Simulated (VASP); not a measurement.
Si:

```
Si
1.0
     2.66830    0.00000    0.00000
    -1.33415    2.31081    0.00000
     0.00000    0.00000    4.44188
Si
2
Direct
  0.33333 0.66667 0.25000
  0.66667 0.33333 0.75000
```

This isn't the form of Si at room conditions, which is diamond.

- Program: VASP 6.6.1
- Task: relaxation of cell and atoms
- Functional: r2SCAN
- Potentials or basis: VASP PAW PBE potentials, release 64 (Si)
- Cutoff: 600 eV
- k mesh: 24 × 24 × 12
- Occupations: gaussian, width 0.1 eV
- Spin: no spin polarisation

At the start: pressure 0.0 GPa; volume 13.69 Å³/atom.

Where does the relaxation end?

Over 7 steps the energy falls by 3.0 meV/atom and the volume is 13.73 Å³/atom (+0.3 %); space group P6_3/mmc (No. 194, to 0.1 Å) before and after.

The path:
| step | energy change (eV) | largest force (eV/Å) | pressure (GPa) | volume (Å³) |
| --- | --- | --- | --- | --- |
| 1 | 0.0000 | 0.0000 | 0.03 | 27.39 |
| 2 | -0.0037 | 0.0000 | 0.04 | 27.40 |
| 3 | -0.0024 | 0.0000 | 0.34 | 27.40 |
| 4 | -0.0060 | 0.0000 | 0.15 | 27.40 |
| 5 | -0.0061 | 0.0000 | 0.16 | 27.40 |
| 6 | -0.0061 | 0.0000 | 0.16 | 27.40 |
| 7 | -0.0061 | 0.0000 | -0.07 | 27.47 |

Final structure:
```xyz
2
Lattice="2.6443 0.0000 0.0000 -1.3222 2.2901 0.0000 0.0000 0.0000 4.5362" Properties=species:S:1:pos:R:3 pbc="T T T"
Si    0.0000    1.5267    1.1341
Si    1.3222    0.7634    3.4022
```

Caveat: the PAW data sets were made with another functional, which shifts forces and pressure a little.
